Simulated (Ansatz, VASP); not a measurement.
**Pt in VASP and in Ansatz**

The input INCAR:

```
  PREC = Accurate
  ENCUT = 500
  EDIFF = 1E-6
  ISMEAR = 0
  SIGMA = 0.1
  LREAL = False
  LASPH = True
  NELM = 120
  ALGO = Normal
  ISIF = 2
  LWAVE = False
  LCHARG = True
  GGA = PE
  LELF = True
  LVHAR = True
  NBANDS = 22
  GGA_COMPAT = False
```

KPOINTS

```
regular mesh
0
Gamma
  4 4 6
```

Contents of POSCAR:

```
Pt
1.0
    4.3856647600      0.0000000000      0.0000000000
    0.0000000000      4.3856647600      0.0000000000
    0.0000000000      0.0000000000      2.5381703500
Pt
3
Direct
    0.0000000000      0.5000000000      0.8292888700
    0.5000000000      0.0000000000      0.8292888700
    0.0000000000      0.0000000000      0.5229998200
```

Input for Ansatz:

```yaml
crystal:
  lattice:
    - [4.38566476, 0.0, 0.0]
    - [0.0, 4.38566476, 0.0]
    - [0.0, 0.0, 2.53817035]
  atoms:
    - { symbol: Pt, position: [0.0, 0.5, 0.82928887] }
    - { symbol: Pt, position: [0.5, 0.0, 0.82928887] }
    - { symbol: Pt, position: [0.0, 0.0, 0.52299982] }
basis:
  ecutwfc: 420
kpoints:
  mp_grid: { grid: [4, 4, 6] }
hamiltonian:
  xc: pbe
scf:
  occupations: { method: gaussian, width: 0.1 }
  lower_state_search: "off"
output:
  forces: true
  stress: true
  eigenvalues: true
```

Alike in both runs: task single point; functional PBE; k mesh 4 × 4 × 6; occupations gaussian, width 0.1 eV; no spin polarisation.

|  | VASP | Ansatz |
| --- | --- | --- |
| version | VASP 6.6.1 | Ansatz 0.2.0 |
| potentials or method | VASP PAW PBE potentials, release 64 (Pt), cutoff 500 eV | scalar-relativistic, plane waves, PAW |
| valence electrons in the cell | 30 | 54 |

Ansatz gave:

* gap on the k mesh at the Fermi level (eV): none
* rms of the force components (eV/Å): 2.627

Problem. Estimate VASP's values.

Solution. gap on the k mesh at the Fermi level (eV): none; rms of the force components (eV/Å): 2.590.

Atom by atom the forces differ by 0.037 eV/Å (rms over components). A gap of «none» marks a metal or a gap that the smearing closes. With one functional, cell and mesh, what is left measures potentials, basis and numerics. VASP's potentials hold 30 valence electrons a cell and Ansatz's 54, so a difference there can come from the potentials and not from the codes.

The k mesh is coarse, so the values compare programs but aren't converged. Neither program's run includes spin-orbit coupling.
